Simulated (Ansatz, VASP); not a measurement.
Ta: VASP beside Ansatz

INCAR

```
SYSTEM = Ta
PREC = Accurate ; ENCUT = 520
EDIFF = 1E-6 ; ISMEAR = 0
SIGMA = 0.15 ; LREAL = .FALSE.
LASPH = .TRUE. ; NELM = 60
ALGO = Fast ; ISIF = 2
LWAVE = .FALSE. ; LCHARG = .TRUE.
GGA = PE ; LELF = .TRUE.
LVHAR = .TRUE. ; NBANDS = 12
```

Contents of KPOINTS:

```
regular mesh
0
G
  20 20 20
  0 0 0
```

Contents of POSCAR:

```
Ta
1.0
   -1.4623871728      1.4623871728      2.2223897864
    1.4623871728     -1.4623871728      2.2223897864
    1.4623871728      1.4623871728     -2.2223897864
Ta
1
Direct
    0.0000000000      0.0000000000      0.0000000000
```

Input for Ansatz:

```yaml
crystal:
  lattice:
    - [-1.4623871728, 1.4623871728, 2.2223897864]
    - [1.4623871728, -1.4623871728, 2.2223897864]
    - [1.4623871728, 1.4623871728, -2.2223897864]
  atoms:
    - { symbol: Ta, position: [0.0, 0.0, 0.0] }
basis:
  ecutwfc: 420
kpoints:
  mp_grid: { grid: [20, 20, 20] }
hamiltonian:
  xc: pbe
  pseudopotentials: { kind: paw, azcp: { folder: soft_1 } }
scf:
  occupations: { method: gaussian, width: 0.15 }
output:
  forces: true
  stress: true
  eigenvalues: true
```

Alike in both runs: task single point; functional PBE; k mesh 20 × 20 × 20; occupations gaussian, width 0.15 eV; no spin polarisation.

|  | VASP | Ansatz |
| --- | --- | --- |
| version | VASP 6.6.1 | Ansatz 0.2.0 |
| potentials or method | VASP PAW PBE potentials, release 64 (Ta_pv), cutoff 520 eV | scalar-relativistic, plane waves, PAW |
| valence electrons in the cell | 11 | 13 |

```csv
,VASP,Ansatz,Ansatz less VASP
gap on the k mesh at the Fermi level (eV),none,none,-
pressure (GPa),-2.5,-2.5,-0.01
"traceless stress, the component that is largest in VASP (GPa)",4.47,4.45,-0.017
```

A gap of «none» marks a metal or a gap that the smearing closes. With one functional, cell and mesh, what is left measures potentials, basis and numerics. VASP's potentials hold 11 valence electrons a cell and Ansatz's 13, so a difference there can come from the potentials and not from the codes.

Neither program's run includes spin-orbit coupling.
